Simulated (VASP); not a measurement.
# AgCl (Chlorargyrite) (I4/mmm) in VASP: notebook

The runs below take AgCl (Chlorargyrite) through single point, with PBEsol.

Program: VASP 6.6.1. These are calculated values, not measurements. Logs are shortened: lines on timing, memory, paths and dates and some standing lists are left out, and cuts for length are marked.

## Step 1: The cell of the first run

The structure is tetragonal, space group I4/mmm (No. 139). The conventional cell has a = 3.813 Å, b = 3.813 Å, c = 5.515 Å, α = 90.00°, β = 90.00°, γ = 90.00°. Within 3.6 Å of Ag (site symmetry 4/mmm) lie 6 Cl at 2.70 to 2.76 Å. Cl (site symmetry 4/mmm) has 6 Ag at 2.70 to 2.76 Å within 3.6 Å.

## Step 2: Single point, PBEsol (in-plane strain -0.01, then relaxed in part)

INCAR

```
PREC = Accurate ; ENCUT = 500
EDIFF = 1E-6 ; ISMEAR = 0
SIGMA = 0.01 ; LREAL = F
LASPH = T ; NELM = 120
ALGO = Normal ; ISIF = 2
LWAVE = F ; LCHARG = F
GGA = PS ; NBANDS = 16
GGA_COMPAT = F
```

KPOINTS

```
Automatic mesh
0
Gamma
  8 8 8
```

POSCAR

```
AgCl
1.0
    2.6965139372      2.6965139372      0.0000000000
   -2.6965139372      2.6965139372      0.0000000000
    0.0000000000      2.6965139372      2.7572720953
Ag Cl
1 1
Direct
    0.0000000000      0.0000000000      0.0000000000
    0.5000000000      0.5000000000      0.0000000000
```

Potentials or basis: VASP PAW PBE potentials, release 64 (Ag, Cl).

On the command line:

```
$ cat potpaw_PBE.64/Ag/POTCAR potpaw_PBE.64/Cl/POTCAR > POTCAR
$ mpirun -np 1 vasp_std > vasp.out
```

OUTCAR:

```text
PREC = Accurate
   ENCUT = 500
   EDIFF = 1E-6
   ISMEAR = 0
   LREAL = F
   LASPH = T
   NELM = 120
   ISIF = 2
   GGA = PS

 ion  position               nearest neighbor table
   1  0.000  0.000  0.000-   2 2.70   2 2.70   2 2.70   2 2.70   2 2.76   2 2.76
   2  0.500  0.500  0.000-   1 2.70   1 2.70   1 2.70   1 2.70   1 2.76   1 2.76

  LATTYP: Found a body centered tetragonal cell.
 ALAT       =     3.8134465811
 C/A-ratio  =     1.4460787829

  Lattice vectors:

 A1 = (   2.6965139372,   0.0000000000,  -2.7572720953)
 A2 = (  -2.6965139372,   0.0000000000,  -2.7572720953)
 A3 = (   0.0000000000,   2.6965139372,   2.7572720953)

Analysis of symmetry for initial positions (statically):
=====================================================================
 Subroutine PRICEL returns:
 Original cell was already a primitive cell.

 Routine SETGRP: Setting up the symmetry group for a
 body centered tetragonal supercell.

 Subroutine GETGRP returns: Found 16 space group operations
 (whereof 16 operations were pure point group operations)
 out of a pool of 16 trial point group operations.

The static configuration has the point symmetry D_4h.

Analysis of symmetry for dynamics (positions and initial velocities):
=====================================================================
 Subroutine PRICEL returns:
 Original cell was already a primitive cell.

 Routine SETGRP: Setting up the symmetry group for a
 body centered tetragonal supercell.

 Subroutine GETGRP returns: Found 16 space group operations
 (whereof 16 operations were pure point group operations)
 out of a pool of 16 trial point group operations.

The dynamic configuration has the point symmetry D_4h.

 Subroutine INISYM returns: Found 16 space group operations
 (whereof 16 operations are pure point group operations),
 and found     1 'primitive' translations

----------------------------------------------------------------------------------------

                                     Primitive cell

  volume of cell :      40.0973

  direct lattice vectors                    reciprocal lattice vectors
     2.696513937  2.696513937  0.000000000     0.185424593  0.185424593 -0.181338650
    -2.696513937  2.696513937  0.000000000    -0.185424593  0.185424593 -0.181338650
     0.000000000  2.696513937  2.757272095     0.000000000  0.000000000  0.362677300

  length of vectors
     3.813446581  3.813446581  3.856648392     0.318823251  0.318823251  0.362677300

  position of ions in fractional coordinates (direct lattice)
     0.000000000  0.000000000  0.000000000
     0.500000000  0.500000000  0.000000000

  ion indices of the primitive-cell ions
   primitive index   ion index
                 1           1
                 2           2

----------------------------------------------------------------------------------------

 KPOINTS: Automatic mesh

Automatic generation of k-mesh.
 Grid dimensions read from file:
 generate k-points for:    8    8    8

 Generating k-lattice:

  Cartesian coordinates                     Fractional coordinates (reciprocal lattice)
     0.023178074  0.023178074 -0.022667331     0.125000000  0.000000000 -0.000000000
    -0.023178074  0.023178074 -0.022667331     0.000000000  0.125000000 -0.000000000
     0.000000000  0.000000000  0.045334663     0.000000000  0.000000000  0.125000000

  Length of vectors
     0.039852906  0.039852906  0.045334663

  Shift w.r.t. Gamma in fractional coordinates (k-lattice)
     0.000000000  0.000000000  0.000000000

 Subroutine IBZKPT returns following result:
 ===========================================

 Found     59 irreducible k-points:

 Following reciprocal coordinates:
            Coordinates               Weight
  0.000000  0.000000  0.000000      1.000000
  0.125000  0.000000 -0.000000      8.000000
  0.250000  0.000000 -0.000000      8.000000
  0.375000  0.000000  0.000000      8.000000
  0.500000  0.000000 -0.000000      4.000000
  0.125000  0.125000 -0.000000      8.000000
[... 16 lines left out ...]
  0.250000  0.000000  0.125000      4.000000
  0.375000  0.000000  0.125000      8.000000
 [... further k-points ...]
   k-points           NKPTS =     59   k-points in BZ     NKDIM =     59   number of bands    NBANDS=     16
   number of dos      NEDOS =    301   number of ions     NIONS =      2
   total plane-waves  NPLWV =  21952
   dimension x,y,z NGX =    28 NGY =   28 NGZ =   28
   dimension x,y,z NGXF=    56 NGYF=   56 NGZF=   56
   ions per type =               1   1
   NGX,Y,Z   is equivalent  to a cutoff of  12.21, 12.21, 12.07 a.u.
   NGXF,Y,Z  is equivalent  to a cutoff of  24.41, 24.41, 24.14 a.u.
 SYSTEM =  unknown system
   PREC   = accura    normal or accurate (medium, high low for compatibility)
   ISTART =      0    job   : 0-new  1-cont  2-samecut
   ICHARG =      2    charge: 1-file 2-atom 10-const
   ISPIN  =      1    spin polarized calculation?
   LNONCOLLINEAR =      F non collinear calculations
   LSORBIT =      F    spin-orbit coupling
   LASPH  =      T    aspherical Exc in radial PAW
   ENCUT  =  500.0 eV  36.75 Ry    6.06 a.u.   6.95  6.95  7.03*2*pi/ulx,y,z
   NELM   =    120;   NELMIN=  2; NELMDL= -5     # of ELM steps
   EDIFF  = 0.1E-05   stopping-criterion for ELM
   LREAL  =      F    real-space projection
   EDIFFG = 0.1E-04   stopping-criterion for IOM
   NSW    =      0    number of steps for IOM
   IBRION =     -1    ionic relax: 0-MD 1-quasi-New 2-CG
   NFREE  =      0    steps in history (QN), initial steepest desc. (CG)
   ISIF   =      2    stress and relaxation
   ISYM   =      2    0-nonsym 1-usesym 2-fastsym
   POTIM  = 0.5000    time-step for ionic-motion
   TEBEG  =    0.0;   TEEND  =   0.0 temperature during run
   PSTRESS=    0.0 pullay stress
   NELECT =      18.0000    total number of electrons
   NUPDOWN=      -1.0000    fix difference up-down
   EMIN   =  10.00;   EMAX   =-10.00  energy-range for DOS
   EFERMI =   0.00;   METHOD = LEGACY
   ISMEAR =     0;   SIGMA  =   0.01  broadening in eV -4-tet -1-fermi 0-gaus
   EFERMI_NEDOS =   21; number of points for ismear=-14 and -15
   IALGO  =     38    algorithm
   IMIX   =      4    mixing-type and parameters
     AMIX     =   0.40;   BMIX     =  1.00
     AMIX_MAG =   1.60;   BMIX_MAG =  1.00
  volume/ion in A,a.u.               =      20.05       135.29
  Fermi-wavevector in a.u.,A,eV,Ry     =   1.253509  2.368788 21.378617  1.571284
  Thomas-Fermi vector in A             =   2.387358
   LORBIT       =      0    0 simple, 1 ext, 2 COOP (PROOUT), +10 PAW based schemes
   GGA     = PS    functional components
   LHFCALC =     F    Hartree Fock is set to
   AEXX    =    0.0000 exact exchange contribution
   IVDW    =     0    specifies the selected vdW correction
   LEPSILON=     F    determine dielectric tensor
   LRPA    =     F    only Hartree local field effects (RPA)
 non-spin polarized calculation
 Gauss-broadening in eV      SIGMA  =   0.01
  energy-cutoff  :      500.00
  volume of cell :       40.10
 maximum number of plane-waves:      1034
   NGX = 13   NGY = 13   NGZ = 13

 number of electron      18.0000005 magnetization

 Free energy of the ion-electron system (eV)
  ---------------------------------------------------
  ext. energy  EPLUGINS =         0.00000000
  ---------------------------------------------------
  free energy    TOTEN  =        -6.05920631 eV

  energy without entropy =       -6.05920631  energy(sigma->0) =       -6.05920631

 E-fermi :   4.7156     XC(G=0): -10.5408

 val. band max:        4.6016161339   @ k =   0.5000   0.0000  -0.0000
 cond. band min:       5.2505846071   @ k =   0.0000   0.0000   0.0000
 fundamental gap:      0.6489684732
 Fermi energy:         4.7155589854

 k-point     1 :       0.0000    0.0000    0.0000
  band No.  band energies     occupation
      1     -11.0545      2.00000
      2       1.7323      2.00000
      3       1.7980      2.00000
      4       1.7980      2.00000
      5       1.8153      2.00000
      6       1.8230      2.00000
[... 8 lines left out ...]
     15      17.6858      0.00000
     16      18.1890      0.00000

 k-point     2 :       0.1250    0.0000   -0.0000
  band No.  band energies     occupation
      1     -10.9817      2.00000
      2       0.9813      2.00000
      3       1.0428      2.00000
      4       1.1018      2.00000
      5       1.8254      2.00000
      6       1.8565      2.00000
[... 8 lines left out ...]
     15      16.6838      0.00000
     16      17.1965      0.00000

 k-point     3 :       0.2500    0.0000   -0.0000
  band No.  band energies     occupation
      1     -10.7973      2.00000
      2      -0.1537      2.00000
      3       0.4061      2.00000
      4       0.4742      2.00000
      5       1.9836      2.00000
      6       1.9985      2.00000
[... 8 lines left out ...]
     15      16.7402      0.00000
     16      17.1600      0.00000

 k-point     4 :       0.3750    0.0000    0.0000
  band No.  band energies     occupation
      1     -10.5984      2.00000
      2      -1.0184      2.00000
      3       0.0028      2.00000
      4       0.0778      2.00000
      5       2.1467      2.00000
      6       2.1504      2.00000
[... 8 lines left out ...]
     15      17.5473      0.00000
     16      17.6860      0.00000
[... 324 lines left out ...]
 k-point    22 :       0.0000    0.0000    0.1250
  band No.  band energies     occupation
      1     -10.9662      2.00000
      2       0.5521      2.00000
      3       1.4111      2.00000
      4       1.4111      2.00000
      5       1.6761      2.00000
      6       1.8445      2.00000
[... 8 lines left out ...]
     15      18.2274      0.00000
     16      18.7602      0.00000

 k-point    23 :       0.2500    0.0000    0.1250
  band No.  band energies     occupation
      1     -10.8688      2.00000
      2       0.1397      2.00000
      3       0.4864      2.00000
      4       1.0644      2.00000
      5       1.8946      2.00000
      6       1.9663      2.00000
[... 8 lines left out ...]
     15      17.4965      0.00000
     16      18.0785      0.00000

 k-point    24 :       0.3750    0.0000    0.1250
  band No.  band energies     occupation
      1     -10.6834      2.00000
      2      -0.6364      2.00000
      3       0.0806      2.00000
      4       0.5249      2.00000
      5       2.0195      2.00000
      6       2.1099      2.00000
[... 8 lines left out ...]
     15      18.2051      0.00000
     16      18.3639      0.00000

 [... further k-points ...]
[... 5 lines left out ...]
  --------------------------------------------------------------------------------------
  -------------------------------------------------------------------------------------
  Total        0.1669528      0.1669528     -0.0199716      0.0000000      0.0000000     -0.0000000
  in kB        6.6709772      6.6709772     -0.7980116      0.0000000      0.0000000     -0.0000000
  external PRESSURE =       4.1813143 kB  Pullay stress =       0.0000000 kB

 VOLUME and BASIS-vectors are now :
 -----------------------------------------------------------------------------
  energy-cutoff  :      500.00
  volume of cell :       40.10
      direct lattice vectors                 reciprocal lattice vectors
     2.696513937  2.696513937  0.000000000     0.185424593  0.185424593 -0.181338650
    -2.696513937  2.696513937  0.000000000    -0.185424593  0.185424593 -0.181338650
     0.000000000  2.696513937  2.757272095     0.000000000  0.000000000  0.362677300

 POSITION                                       TOTAL-FORCE (eV/Angst)
 -----------------------------------------------------------------------------------
      0.00000      0.00000      0.00000         0.000000      0.000000      0.000000
      0.00000      2.69651      0.00000         0.000000     -0.000000      0.000000
 -----------------------------------------------------------------------------------
    total drift:                               -0.000000      0.000000     -0.000000

  FREE ENERGIE OF THE ION-ELECTRON SYSTEM (eV)
  ---------------------------------------------------
  free  energy   TOTEN  =        -6.0592063088 eV

  energy  without entropy=       -6.0592063088  energy(sigma->0) =       -6.05920631
```

Run time: 41 s. Hardware: 1 thread of Intel Xeon 8259CL, shared host; peak memory 0.18 GiB.

Results:

```
Free energy            : -6.0592 eV
Pressure               : 0.4 GPa
Band gap on the k mesh : 0.65 eV, indirect (least direct gap 3.25 eV)
```

Stress tensor (GPa, compression positive):
```
 0.67  0.00  0.00
 0.00  0.67  0.00
 0.00  0.00 -0.08
```

Levels at points of the mesh, in eV from the valence-band top:
```csv
k point,band 5,band 6,band 7,band 8,band 9,band 10,band 11,band 12,band 13,band 14
"(0.00, 0.00, 0.00)",-2.79,-2.78,-2.70,-2.70,-2.62,0.65,10.61,10.67,10.67,11.91
"(0.50, 0.00, 0.00)",-2.39,-2.38,-2.04,-0.15,0.00,3.78,6.72,7.22,7.45,13.47
"(0.50, 0.50, 0.00)",-3.21,-2.55,-2.26,-2.24,-2.11,2.04,7.65,8.66,11.35,11.73
"(0.00, 0.00, 0.50)",-3.24,-2.58,-2.24,-2.24,-2.12,2.07,7.79,8.44,11.70,11.70
```

Caveat: the cell differs from its parent crystal (in-plane strain -0.01, then relaxed in part); the PAW data sets were made with another functional, which shifts forces and pressure a little.

## Step 3: Single point, PBEsol (in-plane strain -0.01)

INCAR

```
  ALGO = Normal
  EDIFF = 1E-6
  ENCUT = 500
  GGA = PS
  GGA_COMPAT = F
  ISIF = 2
  ISMEAR = 0
  LASPH = T
  LCHARG = F
  LREAL = F
  LWAVE = F
  NBANDS = 16
  NELM = 120
  PREC = Accurate
  SIGMA = 0.01
```

KPOINTS

```
k-points
0
Gamma
  8 8 8
```

Edit POSCAR of step 2 so:

```diff
@@ -4,3 +4,3 @@
    -2.6965139372      2.6965139372      0.0000000000
-    0.0000000000      2.6965139372      2.7572720953
+    0.0000000000      2.6965139372      2.7400939604
 Ag Cl
```

Potentials or basis: VASP PAW PBE potentials, release 64 (Ag, Cl).

On the command line:

```
$ cat potpaw_PBE.64/Ag/POTCAR potpaw_PBE.64/Cl/POTCAR > POTCAR
$ mpirun -np 1 vasp_std > vasp.out
```

Wall time 43 s (1 thread of Intel Xeon 8259CL, shared host); peak memory 0.18 GiB.

Results (log left out):

```yaml
Free_energy: -6.0589 eV
Pressure: 0.8 GPa
Band_gap_on_the_k_mesh: 0.67 eV, indirect (least direct gap 3.28 eV)
```

Stress tensor (GPa, compression positive):
```
0.96 0.00 0.00
0.00 0.96 0.00
0.00 0.00 0.38
```

Levels at points of the mesh, in eV from the valence-band top:
| k point | band 7 | band 8 | band 9 | band 10 | band 11 | band 12 |
| --- | --- | --- | --- | --- | --- | --- |
| (0.00, 0.00, 0.00) | -2.70 | -2.70 | -2.64 | 0.67 | 10.64 | 10.68 |
| (0.50, 0.00, 0.00) | -2.03 | -0.11 | 0.00 | 3.78 | 6.77 | 7.25 |
| (0.50, 0.50, 0.00) | -2.25 | -2.24 | -2.11 | 2.05 | 7.67 | 8.68 |
| (0.00, 0.00, 0.50) | -2.24 | -2.24 | -2.11 | 2.08 | 7.78 | 8.53 |

Caveat: the cell differs from its parent crystal (in-plane strain -0.01); the PAW data sets were made with another functional, which shifts forces and pressure a little. A k mesh can miss the band edges.

## Step 4: Single point, PBEsol (in-plane strain -0.005, then relaxed in part)

INCAR

```
SYSTEM = AgCl
  ALGO = Normal
  EDIFF = 1E-6
  ENCUT = 500
  GGA = PS
  GGA_COMPAT = .FALSE.
  ISIF = 2
  ISMEAR = 0
  LASPH = .TRUE.
  LCHARG = .FALSE.
  LREAL = .FALSE.
  LWAVE = .FALSE.
  NBANDS = 16
  NELM = 120
  PREC = Accurate
  SIGMA = 0.01
```

KPOINTS

```
k-points
0
G
  8 8 8
  0 0 0
```

POSCAR

```
AgCl
1.0
    2.7101326944      2.7101326944      0.0000000000
   -2.7101326944      2.7101326944      0.0000000000
    0.0000000000      2.7101326944      2.7403198498
Ag Cl
1 1
Direct
    0.0000000000      0.0000000000      0.0000000000
    0.5000000000      0.5000000000      0.0000000000
```

On the command line:

```
$ cat potpaw_PBE.64/Ag/POTCAR potpaw_PBE.64/Cl/POTCAR > POTCAR
$ mpirun -np 1 vasp_std > vasp.out
```

Run time: 46 s. Hardware: 1 thread of Intel Xeon 8259CL, shared host; peak memory 0.18 GiB.

Results (log left out):

```yaml
Free_energy: -6.0606 eV
Pressure: 0.1 GPa
Band_gap_on_the_k_mesh: 0.69 eV, indirect (least direct gap 3.24 eV)
```

Stress tensor (GPa, compression positive):
```
 0.27  0.00  0.00
 0.00  0.27  0.00
 0.00  0.00 -0.09
```

Levels at points of the mesh, in eV from the valence-band top:
```tsv
k point	band 7	band 8	band 9	band 10	band 11	band 12
(0.00, 0.00, 0.00)	-2.63	-2.63	-2.59	0.69	10.67	10.70
(0.50, 0.00, 0.00)	-1.98	-0.08	0.00	3.83	6.73	7.32
(0.50, 0.50, 0.00)	-2.20	-2.19	-2.07	2.09	7.71	8.65
(0.00, 0.00, 0.50)	-2.19	-2.19	-2.07	2.11	7.79	8.54
```

Caveat: the cell differs from its parent crystal (in-plane strain -0.005, then relaxed in part); the PAW data sets were made with another functional, which shifts forces and pressure a little. A k mesh can miss the band edges.

## Step 5: The runs side by side

```tsv
cell	gap on the mesh (eV)	pressure (GPa)
a = 3.813, b = 3.813, c = 3.857 Å, angles 60.4, 60.4, 90.0°, 2 atoms	0.65	0.4
a = 3.813, b = 3.813, c = 3.844 Å, angles 60.3, 60.3, 90.0°, 2 atoms	0.67	0.8
a = 3.833, b = 3.833, c = 3.854 Å, angles 60.2, 60.2, 90.0°, 2 atoms	0.69	0.1
```

Alike in all rows: task single point; level PBEsol; potentials or basis VASP PAW PBE potentials, release 64 (Ag, Cl); no spin polarisation; k mesh 8 × 8 × 8; cutoff (eV) 500; smearing gaussian 0.01 eV.

Caveats: the PAW data sets were made with another functional, which shifts forces and pressure a little.

Absolute energies hang on the potentials; compare differences alone.
